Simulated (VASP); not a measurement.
The system is CoO.

```
Co O
1.0
     2.63144    0.00000    0.00000
     0.00000    2.63144    0.00000
     0.00000    0.00000    2.63144
Co O
1 1
Direct
  0.00000 0.00000 0.00000
  0.50000 0.50000 0.50000
```

* Program: VASP 6.6.1
* Task: relaxation of cell and atoms
* Functional: r2SCAN
* Potentials or basis: VASP PAW PBE potentials, release 64 (Co, O)
* Cutoff: 600 eV
* k mesh: 10 × 10 × 10
* Occupations: gaussian, width 0.02 eV
* Spin: no spin polarisation
* Hubbard terms: Co d U = 3.32 eV

At the start: pressure -24.4 GPa; volume 9.11 Å³/atom.

Q: How do energy, volume and symmetry change on relaxing?

A: Over 6 steps the energy falls by 95.0 meV/atom and the volume is 8.00 Å³/atom (-12.1 %); space group Pm-3m (No. 221, to 0.05 Å).

The path:
```csv
step,energy change (eV),largest force (eV/Å),pressure (GPa),volume (Å³)
1,0.0000,0.0000,-24.39,18.22
2,-0.1067,0.0000,23.80,14.80
3,-0.1899,0.0000,-0.23,16.02
4,-0.1899,0.0000,0.45,15.98
5,-0.1899,0.0000,-0.31,16.03
6,-0.1899,0.0000,0.03,16.01
```

Final structure:
```yaml
crystal:
  lattice:
    - [2.52036, 0.00000, 0.00000]
    - [0.00000, 2.52036, 0.00000]
    - [0.00000, 0.00000, 2.52036]
  atoms:
    - { symbol: Co, position: [0.00000, 0.00000, 0.00000] }
    - { symbol: O, position: [0.50000, 0.50000, 0.50000] }
```

Caveat: the PAW data sets were made with another functional, which shifts forces and pressure a little; an odd number of electrons without spin polarisation forces a metal; a magnetic or distorted state may lie lower; the run has no spin polarisation, though such a crystal can be magnetic; U without spin polarisation on a metal has little footing.
